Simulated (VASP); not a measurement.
HfN:

```xyz
2
Lattice="3.4716 0.0000 0.0000 1.7358 3.0065 0.0000 1.7358 1.0022 2.8346" Properties=species:S:1:pos:R:3 pbc="T T T"
Hf    0.0000    0.0000    0.0000
N     5.2075    3.0065    2.1259
```

Base run:

| Property | Result |
| --- | --- |
| Program | VASP 6.6.1 |
| Functional | BLYP |
| Potentials or basis | VASP PAW PBE potentials, release 64 (Hf_pv, N) |
| Cutoff | 520 eV |
| k mesh | 8 × 8 × 8, shifted |
| Occupations | gaussian, width 0.1 eV |
| Spin | no spin polarisation |

Its results: band gap on the k mesh zero (an odd number of electrons rules out a gap without spin polarisation); pressure 5.6 GPa.

Problem. The run is repeated on the same cell with these changes: functional from BLYP to PBEsol; further incar settings from ALGO = Normal; EDIFF = 1e-07; NBANDS = 14; ISYM = 0 to ALGO = Normal; EDIFF = 1e-06; NBANDS = 14; ISYM = 0. What comes out?

Solution. Band gap on the k mesh zero (an odd number of electrons rules out a gap without spin polarisation); pressure -6.0 GPa.

Caveats: the PAW data sets were made with another functional, which shifts forces and pressure a little; spin-orbit coupling is left out, which moves the levels of the heavy elements; the cell stands under pressure (at least some runs); the cell stands under tension (at least some runs).
